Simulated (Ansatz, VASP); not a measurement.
# One calculation of NaF2, two programs

```
Na F
1.0
     3.64359    0.00000    0.00000
    -1.82180    3.15545    0.00000
     0.00000    0.00000    3.73012
Na F
1 2
Direct
  0.00000 0.00000 0.00000
  0.33333 0.66667 0.25552
  0.66667 0.33333 0.74448
```

Change from the starting cell: ordered vacancies on the cation sites of nickel arsenide (P-3m1, No. 164).

Alike in both runs: functional PBE; k mesh 6 × 6 × 6; occupations gaussian, width 0.1 eV; collinear spin.

Ansatz relaxed the structure, and its values are those at the end. VASP's run is a single point on that final structure, the one shown.

|  | VASP | Ansatz |
| --- | --- | --- |
| version | VASP 6.6.1 | Ansatz 0.2.0 |
| potentials or method | VASP PAW PBE potentials, release 64 (Na_pv, F), cutoff 520 eV | scalar-relativistic, plane waves, PAW |
| valence electrons in the cell | 21 | 23 |

VASP gave:

```
gap on the k mesh at the Fermi level (eV)                     : none
pressure (GPa)                                                : -0.1
net moment per atom (μB)                                      : 0.33
size of the moment on the site where the two differ most (μB) : 0.45
```

Question: What did Ansatz give for the same quantities?

Answer: gap on the k mesh at the Fermi level (eV): none; pressure (GPa): 0.2; net moment per atom (μB): 0.33; size of the moment on the site where the two differ most (μB): 0.49.

Site moments also hang on the region over which each program counts them. A gap of «none» marks a metal or a gap that the smearing closes. The functional is the same, so the differences come from potentials, cutoffs and numerics. VASP's potentials hold 21 valence electrons a cell and Ansatz's 23, so a difference there can come from the potentials and not from the codes.
